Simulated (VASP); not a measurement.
Runs of VASP 6.6.1 on GaN. The structure is that of space group P6_3mc (No. 186), or close to it. The cells are those of the table. 

| task | cell | k mesh | cutoff (eV) | smearing | gap on the mesh (eV) | pressure (GPa) |
| --- | --- | --- | --- | --- | --- | --- |
| relaxation of cell and atoms | relaxed to 7 GPa from a = 3.183, b = 3.183, c = 5.184 Å, angles 90.0, 90.0, 120.0°, 4 atoms | 8 × 8 × 4 | 600 | gaussian 0.01 eV | 2.53 | 7.0 |
| relaxation of cell and atoms | relaxed to 10 GPa from a = 3.183, b = 3.183, c = 5.184 Å, angles 90.0, 90.0, 120.0°, 4 atoms | 8 × 8 × 4 | 600 | gaussian 0.01 eV | 2.62 | 10.0 |
| single point | a = 3.183, b = 3.183, c = 5.184 Å, angles 90.0, 90.0, 120.0°, 4 atoms | 16 × 16 × 8 | 520 | fermi-dirac 0.1 eV | 2.34 | (a) |
| relaxation of cell and atoms | relaxed to 15 GPa from a = 3.183, b = 3.183, c = 5.184 Å, angles 90.0, 90.0, 120.0°, 4 atoms | 8 × 8 × 4 | 600 | gaussian 0.01 eV | (b) | 15.0 |

Alike in all rows: level r2SCAN; potentials or basis VASP PAW PBE potentials, release 64 (Ga_d, N); no spin polarisation.

**Question.** Estimate the missing entries.

**Answer.** (a) 1.1; (b) 2.76.

Caveats: the PAW data sets were made with another functional, which shifts forces and pressure a little; the cell is relaxed towards a set pressure, so the run minimises the enthalpy, not the energy (at least some runs).

A k mesh can miss the band edges, and the runs leave out spin-orbit coupling on Ga.
